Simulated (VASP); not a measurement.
# Eu (Pm-3m) in VASP: a series of runs

The runs below take Eu through single point, with PBE.

All numbers are computed with VASP 6.6.1; they aren't measurements. Logs are shortened: lines on timing, memory, paths and dates and some standing lists are left out, and cuts for length are marked.

### Step 1. The cell of the first run

The structure is cubic, space group Pm-3m (No. 221). Conventional cell: a = 2.582 Å, b = 2.582 Å, c = 2.582 Å, α = 90.00°, β = 90.00°, γ = 90.00°. Eu (site symmetry m-3m) has 6 Eu at 2.58 Å within 3.4 Å.

### Step 2. Single point, PBE, collinear spin, ferromagnetic start

Contents of INCAR:

```
  PREC = Accurate
  ENCUT = 520
  EDIFF = 1E-7
  ISMEAR = -1
  SIGMA = 0.1
  LREAL = False
  LASPH = True
  NELM = 150
  ALGO = Normal
  ISIF = 2
  LWAVE = False
  LCHARG = False
  ISPIN = 2
  MAGMOM = 7
  LORBIT = 11
  LMAXMIX = 6
  GGA = PE
  NBANDS = 18
```

Contents of KPOINTS:

```
regular mesh
0
Gamma
  11 11 11
```

Contents of POSCAR:

```
Eu
1.0
    2.5822522317      0.0000000000      0.0000000000
    0.0000000000      2.5822522317      0.0000000000
    0.0000000000      0.0000000000      2.5822522317
Eu
1
Direct
    0.0000000000      0.0000000000      0.0000000000
```

Potentials or basis: VASP PAW PBE potentials, release 64 (Eu).

Command:

```
$ cat potpaw_PBE.64/Eu/POTCAR > POTCAR
$ mpirun -np 1 vasp_std > vasp.out
```

OUTCAR:

```text
PREC = Accurate
   ENCUT = 520
   EDIFF = 1E-7
   ISMEAR = -1
   LREAL = False
   LASPH = True
   NELM = 150
   ISIF = 2
   ISPIN = 2
   LORBIT = 11
   GGA = PE

 ion  position               nearest neighbor table
   1  0.000  0.000  0.000-

  LATTYP: Found a simple cubic cell.
 ALAT       =     2.5822522317

  Lattice vectors:

 A1 = (   2.5822522317,   0.0000000000,   0.0000000000)
 A2 = (   0.0000000000,   2.5822522317,   0.0000000000)
 A3 = (   0.0000000000,   0.0000000000,   2.5822522317)

Analysis of symmetry for initial positions (statically):
=====================================================================
 Subroutine PRICEL returns:
 Original cell was already a primitive cell.

 Routine SETGRP: Setting up the symmetry group for a
 simple cubic supercell.

 Subroutine GETGRP returns: Found 48 space group operations
 (whereof 48 operations were pure point group operations)
 out of a pool of 48 trial point group operations.

The static configuration has the point symmetry O_h .

Analysis of symmetry for dynamics (positions and initial velocities):
=====================================================================
 Subroutine PRICEL returns:
 Original cell was already a primitive cell.

 Routine SETGRP: Setting up the symmetry group for a
 simple cubic supercell.

 Subroutine GETGRP returns: Found 48 space group operations
 (whereof 48 operations were pure point group operations)
 out of a pool of 48 trial point group operations.

The dynamic configuration has the point symmetry O_h .

Analysis of structural, dynamic, and magnetic symmetry:
=====================================================================
 Subroutine PRICEL returns:
 Original cell was already a primitive cell.

 Routine SETGRP: Setting up the symmetry group for a
 simple cubic supercell.

 Subroutine GETGRP returns: Found 48 space group operations
 (whereof 48 operations were pure point group operations)
 out of a pool of 48 trial point group operations.

The overall configuration has the point symmetry O_h .

 Subroutine INISYM returns: Found 48 space group operations
 (whereof 48 operations are pure point group operations),
 and found     1 'primitive' translations

----------------------------------------------------------------------------------------

                                     Primitive cell

  volume of cell :      17.2185

  direct lattice vectors                    reciprocal lattice vectors
     2.582252232  0.000000000  0.000000000     0.387258839  0.000000000  0.000000000
     0.000000000  2.582252232  0.000000000     0.000000000  0.387258839  0.000000000
     0.000000000  0.000000000  2.582252232     0.000000000  0.000000000  0.387258839

  length of vectors
     2.582252232  2.582252232  2.582252232     0.387258839  0.387258839  0.387258839

  position of ions in fractional coordinates (direct lattice)
     0.000000000  0.000000000  0.000000000

  ion indices of the primitive-cell ions
   primitive index   ion index
                 1           1

----------------------------------------------------------------------------------------

 KPOINTS: regular mesh

Automatic generation of k-mesh.
 Grid dimensions read from file:
 generate k-points for:   11   11   11

 Generating k-lattice:

  Cartesian coordinates                     Fractional coordinates (reciprocal lattice)
     0.035205349  0.000000000  0.000000000     0.090909091  0.000000000  0.000000000
     0.000000000  0.035205349  0.000000000     0.000000000  0.090909091  0.000000000
     0.000000000  0.000000000  0.035205349     0.000000000  0.000000000  0.090909091

  Length of vectors
     0.035205349  0.035205349  0.035205349

  Shift w.r.t. Gamma in fractional coordinates (k-lattice)
     0.000000000  0.000000000  0.000000000

 Subroutine IBZKPT returns following result:
 ===========================================

 Found     56 irreducible k-points:

 Following reciprocal coordinates:
            Coordinates               Weight
  0.000000  0.000000  0.000000      1.000000
  0.090909  0.000000  0.000000      6.000000
  0.181818  0.000000  0.000000      6.000000
  0.272727  0.000000  0.000000      6.000000
  0.363636  0.000000  0.000000      6.000000
  0.454545  0.000000  0.000000      6.000000
[... 16 lines left out ...]
  0.181818  0.090909  0.090909     24.000000
  0.272727  0.090909  0.090909     24.000000
 [... further k-points ...]
   k-points           NKPTS =     56   k-points in BZ     NKDIM =     56   number of bands    NBANDS=     18
   number of dos      NEDOS =    301   number of ions     NIONS =      1
   total plane-waves  NPLWV =   8000
   dimension x,y,z NGX =    20 NGY =   20 NGZ =   20
   dimension x,y,z NGXF=    40 NGYF=   40 NGZF=   40
   ions per type =               1
   NGX,Y,Z   is equivalent  to a cutoff of  12.88, 12.88, 12.88 a.u.
   NGXF,Y,Z  is equivalent  to a cutoff of  25.75, 25.75, 25.75 a.u.
 SYSTEM =  unknown system
   PREC   = accura    normal or accurate (medium, high low for compatibility)
   ISTART =      0    job   : 0-new  1-cont  2-samecut
   ICHARG =      2    charge: 1-file 2-atom 10-const
   ISPIN  =      2    spin polarized calculation?
   LNONCOLLINEAR =      F non collinear calculations
   LSORBIT =      F    spin-orbit coupling
   LASPH  =      T    aspherical Exc in radial PAW
   ENCUT  =  520.0 eV  38.22 Ry    6.18 a.u.   4.80  4.80  4.80*2*pi/ulx,y,z
   NELM   =    150;   NELMIN=  2; NELMDL= -5     # of ELM steps
   EDIFF  = 0.1E-06   stopping-criterion for ELM
   LREAL  =      F    real-space projection
   EDIFFG = 0.1E-05   stopping-criterion for IOM
   NSW    =      0    number of steps for IOM
   IBRION =     -1    ionic relax: 0-MD 1-quasi-New 2-CG
   NFREE  =      0    steps in history (QN), initial steepest desc. (CG)
   ISIF   =      2    stress and relaxation
   ISYM   =      2    0-nonsym 1-usesym 2-fastsym
   POTIM  = 0.5000    time-step for ionic-motion
   TEBEG  =    0.0;   TEEND  =   0.0 temperature during run
   PSTRESS=    0.0 pullay stress
   NELECT =      17.0000    total number of electrons
   NUPDOWN=      -1.0000    fix difference up-down
   EMIN   =  10.00;   EMAX   =-10.00  energy-range for DOS
   EFERMI =   0.00;   METHOD = LEGACY
   ISMEAR =    -1;   SIGMA  =   0.10  broadening in eV -4-tet -1-fermi 0-gaus
   EFERMI_NEDOS =   21; number of points for ismear=-14 and -15
   IALGO  =     38    algorithm
   IMIX   =      4    mixing-type and parameters
     AMIX     =   0.40;   BMIX     =  1.00
     AMIX_MAG =   1.60;   BMIX_MAG =  1.00
  volume/ion in A,a.u.               =      17.22       116.20
  Fermi-wavevector in a.u.,A,eV,Ry     =   1.630143  3.080524 36.155680  2.657368
  Thomas-Fermi vector in A             =   2.722493
   LORBIT       =     11    0 simple, 1 ext, 2 COOP (PROOUT), +10 PAW based schemes
   GGA     = PE    functional components
   LHFCALC =     F    Hartree Fock is set to
   AEXX    =    0.0000 exact exchange contribution
   IVDW    =     0    specifies the selected vdW correction
   LEPSILON=     F    determine dielectric tensor
   LRPA    =     F    only Hartree local field effects (RPA)
 spin polarized calculation
  energy-cutoff  :      520.00
  volume of cell :       17.22
 maximum number of plane-waves:       476
 NGX is ok and might be reduce to    20

 number of electron      17.0000003 magnetization       6.7212463

 Free energy of the ion-electron system (eV)
  ---------------------------------------------------
  ext. energy  EPLUGINS =         0.00000000
  ---------------------------------------------------
  free energy    TOTEN  =        -8.84383613 eV

  energy without entropy =       -8.80232735  energy(sigma->0) =       -8.82308174

 E-fermi :   6.9585     XC(G=0): -13.2413

 val. band max:        6.9574421058   @ k =   0.3636   0.2727   0.2727
 cond. band min:       6.9592017759   @ k =   0.3636   0.0909   0.0000
 fundamental gap:      0.0017596701
 Fermi energy:         6.9585392349

 spin component 1

 k-point     1 :       0.0000    0.0000    0.0000
  band No.  band energies     occupation
      1     -36.2578      1.00000
      2     -11.5781      1.00000
      3     -11.5781      1.00000
      4     -11.5781      1.00000
      5       3.4088      1.00000
      6       4.3516      1.00000
[... 10 lines left out ...]
     17      19.2609      0.00000
     18      26.0480      0.00000

 k-point     2 :       0.0909    0.0000    0.0000
  band No.  band energies     occupation
      1     -36.1889      1.00000
      2     -12.2021      1.00000
      3     -11.5249      1.00000
      4     -11.5249      1.00000
      5       3.7255      1.00000
      6       4.4131      1.00000
[... 10 lines left out ...]
     17      19.3384      0.00000
     18      24.6444      0.00000
[... 442 lines left out ...]
 k-point    24 :       0.2727    0.0909    0.0909
  band No.  band energies     occupation
      1     -35.5984      1.00000
      2     -15.1080      1.00000
      3     -11.7390      1.00000
      4     -11.7030      1.00000
      5       4.8313      1.00000
      6       5.0235      1.00000
[... 10 lines left out ...]
     17      17.9032      0.00000
     18      22.6993      0.00000

 [... further k-points ...]

 spin component 2

 k-point     1 :       0.0000    0.0000    0.0000
  band No.  band energies     occupation
      1     -33.4532      1.00000
      2      -9.2382      1.00000
      3      -9.2382      1.00000
      4      -9.2382      1.00000
      5       4.2924      1.00000
      6       5.6626      1.00000
[... 10 lines left out ...]
     17      20.8758      0.00000
     18      27.1814      0.00000

 k-point     2 :       0.0909    0.0000    0.0000
  band No.  band energies     occupation
      1     -33.3772      1.00000
      2      -9.9390      1.00000
      3      -9.1787      1.00000
      4      -9.1787      1.00000
      5       4.6630      1.00000
      6       5.7629      0.99999
[... 10 lines left out ...]
     17      20.9623      0.00000
     18      25.8148      0.00000
[... 442 lines left out ...]
 k-point    24 :       0.2727    0.0909    0.0909
  band No.  band energies     occupation
      1     -32.7223      1.00000
      2     -13.0932      1.00000
      3      -9.4178      1.00000
      4      -9.3718      1.00000
      5       6.7756      0.86171
      6       7.3901      0.01319
[... 10 lines left out ...]
     17      19.5409      0.00000
     18      24.1046      0.00000

 [... further k-points ...]
[... 5 lines left out ...]
  --------------------------------------------------------------------------------------
  -------------------------------------------------------------------------------------
  Total        6.5144265      6.5144265      6.5144265      0.0000000      0.0000000      0.0000000
  in kB      606.1649036    606.1649036    606.1649036      0.0000000      0.0000000      0.0000000
  external PRESSURE =     606.1649036 kB  Pullay stress =       0.0000000 kB

 VOLUME and BASIS-vectors are now :
 -----------------------------------------------------------------------------
  energy-cutoff  :      520.00
  volume of cell :       17.22
      direct lattice vectors                 reciprocal lattice vectors
     2.582252232  0.000000000  0.000000000     0.387258839  0.000000000  0.000000000
     0.000000000  2.582252232  0.000000000     0.000000000  0.387258839  0.000000000
     0.000000000  0.000000000  2.582252232     0.000000000  0.000000000  0.387258839

 POSITION                                       TOTAL-FORCE (eV/Angst)
 -----------------------------------------------------------------------------------
      0.00000      0.00000      0.00000         0.000000      0.000000      0.000000
 -----------------------------------------------------------------------------------
    total drift:                               -0.000000      0.000000      0.000000

  FREE ENERGIE OF THE ION-ELECTRON SYSTEM (eV)
  ---------------------------------------------------
  free  energy   TOTEN  =        -8.8438361263 eV

  energy  without entropy=       -8.8023273477  energy(sigma->0) =       -8.82308174

 total charge

# of ion       s       p       d       f       tot
--------------------------------------------------
    1        2.070   5.676   1.280   6.584  15.611

 magnetization (x)

# of ion       s       p       d       f       tot
--------------------------------------------------
    1        0.011  -0.093   0.262   6.342   6.523
```

It took 27 s on 1 thread of Intel Xeon 6975P-C (Granite Rapids), shared host; peak memory 0.16 GiB.

What came out:

| Property | Result |
| --- | --- |
| Free energy | -8.8438 eV |
| Pressure | 60.6 GPa |
| Net moment | 6.72 μB per cell |
| Site moments | Eu +6.52 μB |
| Valence electrons inside the program's atomic spheres | Eu 15.61 |

Caveat: spin-orbit coupling is left out, which moves the levels of the heavy elements.

### Step 3. Single point, PBE, collinear spin, ferromagnetic start

Contents of INCAR:

```
PREC = Accurate
ENCUT = 520
EDIFF = 1E-7
ISMEAR = -4
SIGMA = 0.1
LREAL = F
LASPH = T
NELM = 150
ALGO = Normal
ISIF = 2
LWAVE = F
LCHARG = F
ISPIN = 2
MAGMOM = 7
LORBIT = 11
LMAXMIX = 6
GGA = PE
NBANDS = 18
```

KPOINTS is that of step 2.

POSCAR is that of step 2.

Potentials or basis: VASP PAW PBE potentials, release 64 (Eu).

Command:

```
$ cat potpaw_PBE.64/Eu/POTCAR > POTCAR
$ mpirun -np 1 vasp_std > vasp.out
```

OUTCAR:

```text
PREC = Accurate
   ENCUT = 520
   EDIFF = 1E-7
   ISMEAR = -4
   LREAL = F
   LASPH = T
   NELM = 150
   ISIF = 2
   ISPIN = 2
   LORBIT = 11
   GGA = PE

 ion  position               nearest neighbor table
   1  0.000  0.000  0.000-

  LATTYP: Found a simple cubic cell.
 ALAT       =     2.5822522317

  Lattice vectors:

 A1 = (   2.5822522317,   0.0000000000,   0.0000000000)
 A2 = (   0.0000000000,   2.5822522317,   0.0000000000)
 A3 = (   0.0000000000,   0.0000000000,   2.5822522317)
[... 1218 lines left out ...]
  -------------------------------------------------------------------------------------
  Total        6.7536256      6.7536256      6.7536256      0.0000000      0.0000000     -0.0000000
  in kB      628.4222889    628.4222889    628.4222889      0.0000000      0.0000000     -0.0000000
  external PRESSURE =     628.4222889 kB  Pullay stress =       0.0000000 kB

 VOLUME and BASIS-vectors are now :
 -----------------------------------------------------------------------------
  energy-cutoff  :      520.00
  volume of cell :       17.22
      direct lattice vectors                 reciprocal lattice vectors
     2.582252232  0.000000000  0.000000000     0.387258839  0.000000000  0.000000000
     0.000000000  2.582252232  0.000000000     0.000000000  0.387258839  0.000000000
     0.000000000  0.000000000  2.582252232     0.000000000  0.000000000  0.387258839

 POSITION                                       TOTAL-FORCE (eV/Angst)
 -----------------------------------------------------------------------------------
      0.00000      0.00000      0.00000         0.000000      0.000000      0.000000
 -----------------------------------------------------------------------------------
    total drift:                                0.000000      0.000000      0.000000

  FREE ENERGIE OF THE ION-ELECTRON SYSTEM (eV)
  ---------------------------------------------------
  free  energy   TOTEN  =        -8.7298370181 eV

  energy  without entropy=       -8.7298370181  energy(sigma->0) =       -8.72983702

 total charge

# of ion       s       p       d       f       tot
--------------------------------------------------
    1        2.073   5.682   1.265   6.582  15.603

 magnetization (x)

# of ion       s       p       d       f       tot
--------------------------------------------------
    1        0.009  -0.092   0.277   6.329   6.523
```

Wall time 31 s (1 thread of Intel Xeon 6975P-C (Granite Rapids), shared host); peak memory 0.16 GiB.

Results:

```yaml
Free_energy: -8.7298 eV
Pressure: 62.8 GPa
Net_moment: 6.72 μB per cell
Site_moments: Eu +6.52 μB
Valence_electrons_inside_the_program's_atomic_spheres: Eu 15.60
```

Caveat: spin-orbit coupling is left out, which moves the levels of the heavy elements. The state reached can hang on the start; a lower one may exist.

### Step 4. Single point, PBE, collinear spin, ferromagnetic start (volume scaled by 0.5)

Contents of INCAR:

```
  PREC = Accurate
  ENCUT = 520
  EDIFF = 1E-6
  ISMEAR = -1
  SIGMA = 0.1
  LREAL = False
  LASPH = True
  NELM = 150
  ALGO = Normal
  ISIF = 2
  LWAVE = False
  LCHARG = False
  ISPIN = 2
  MAGMOM = 7
  LORBIT = 11
  LMAXMIX = 6
  GGA = PE
  NBANDS = 18
```

KPOINTS is that of step 3.

Contents of POSCAR:

```
Eu
1.0
    2.7816468932      0.0000000000      0.0000000000
    0.0000000000      2.7816468932      0.0000000000
    0.0000000000      0.0000000000      2.7816468932
Eu
1
Direct
    0.0000000000      0.0000000000      0.0000000000
```

Command:

```
$ cat potpaw_PBE.64/Eu/POTCAR > POTCAR
$ mpirun -np 1 vasp_std > vasp.out
```

It took 32 s on 1 thread of Intel Xeon 6975P-C (Granite Rapids), shared host; peak memory 0.18 GiB.

Results (log left out):

```
Free energy                                           : -9.9980 eV
Pressure                                              : 29.5 GPa
Net moment                                            : 7.14 μB per cell
Site moments                                          : Eu +6.73 μB
Valence electrons inside the program's atomic spheres : Eu 15.22
```

Levels at points of the mesh, in eV from the Fermi level:
Spin up:
```csv
k point,band 10,band 11,band 12,band 13,band 14,band 15
"(0.00, 0.00, 0.00)",-0.94,-0.70,-0.70,-0.70,-0.53,10.04
```
Spin down:
```csv
k point,band 2,band 3,band 4,band 5,band 6,band 7,band 8,band 9
"(0.00, 0.00, 0.00)",-16.64,-16.64,-16.64,-3.09,-0.32,-0.32,3.73,3.73
```

Caveat: spin-orbit coupling is left out, which moves the levels of the heavy elements.

### Step 5. Single point, PBE, collinear spin, ferromagnetic start (volume scaled by 0.5)

Contents of INCAR:

```
SYSTEM = Eu
PREC     = Accurate       ! precision mode
ENCUT    = 520            ! plane-wave cutoff, eV
EDIFF    = 1E-6           ! SCF threshold, eV
ISMEAR   = -1             ! smearing method
SIGMA    = 0.1            ! smearing width, eV
LREAL    = .False.        ! projectors in reciprocal space
LASPH    = .True.         ! aspherical terms in the spheres
NELM     = 150            ! most SCF steps
ALGO     = Normal         ! electronic algorithm
ISIF     = 2              ! what is computed and relaxed
LWAVE    = .False.        ! write WAVECAR
LCHARG   = .False.        ! write CHGCAR
ISPIN    = 2              ! spin polarisation
MAGMOM   = 7              ! initial moments
LORBIT   = 11             ! projections on sites
LMAXMIX  = 6              ! l up to which the mixer works
GGA      = PE             ! functional
NBANDS   = 18             ! bands
```

Contents of KPOINTS:

```
regular mesh
0
Gamma
  11 11 11
  0 0 0
```

POSCAR is that of step 4.

Command:

```
$ cat potpaw_PBE.64/Eu/POTCAR > POTCAR
$ mpirun -np 1 vasp_std > vasp.out
```

Run time: 32 s. Hardware: 1 thread of Intel Xeon 6975P-C (Granite Rapids), shared host; peak memory 0.18 GiB.

Results (log left out):

```yaml
Free_energy: -9.9980 eV
Pressure: 29.5 GPa
Net_moment: 7.14 μB per cell
Site_moments: Eu +6.73 μB
Valence_electrons_inside_the_program's_atomic_spheres: Eu 15.22
```

Levels at points of the mesh, in eV from the Fermi level:
Spin up:
```tsv
k point	band 10	band 11	band 12	band 13	band 14	band 15
(0.00, 0.00, 0.00)	-0.94	-0.70	-0.70	-0.70	-0.53	10.04
```
Spin down:
```tsv
k point	band 3	band 4	band 5	band 6	band 7	band 8
(0.00, 0.00, 0.00)	-16.64	-16.64	-3.09	-0.32	-0.32	3.73
```

Caveat: spin-orbit coupling is left out, which moves the levels of the heavy elements. The state reached can hang on the start; a lower one may exist.

### Step 6. Summary

| cell | smearing | gap on the mesh (eV) | pressure (GPa) | moment (μB) |
| --- | --- | --- | --- | --- |
| a = 2.582 Å, 1 atom | fermi-dirac 0.1 eV | none | 60.6 | 6.72 |
| a = 2.582 Å, 1 atom | tetrahedron | none | 62.8 | 6.72 |
| a = 2.782 Å, 1 atom | fermi-dirac 0.1 eV | none | 29.5 | 7.14 |

Alike in all rows: task single point; level PBE; potentials or basis VASP PAW PBE potentials, release 64 (Eu); spin collinear, ferromagnetic start; k mesh 11 × 11 × 11; cutoff (eV) 520.

Caveats: spin-orbit coupling is left out, which moves the levels of the heavy elements.

Absolute energies hang on the potentials; compare differences alone.
